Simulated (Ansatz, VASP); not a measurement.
**Two plane-wave programs on GaAs**

```
Ga As
1.0
     0.00000    2.83309    2.83309
     2.83309    0.00000    2.83309
     2.83309    2.83309    0.00000
Ga As
1 1
Direct
  0.00000 0.00000 0.00000
  0.25000 0.25000 0.25000
```

Alike in both runs: task single point; functional PBE; k mesh 6 × 6 × 6; occupations methfessel-paxton of order 1, width 0.5 eV; no spin polarisation.

|  | VASP | Ansatz |
| --- | --- | --- |
| version | VASP 6.6.1 | Ansatz 0.2.0 |
| potentials or method | VASP PAW PBE potentials, release 64 (Ga_d, As_d) | plane waves |
| plane-wave cutoff (eV) | 510 | 420 |
| valence electrons in the cell | 28 | 28 |

|  | VASP | Ansatz | Ansatz less VASP |
| --- | --- | --- | --- |
| pressure (GPa) | 2.7 | 2.7 | +0.06 |
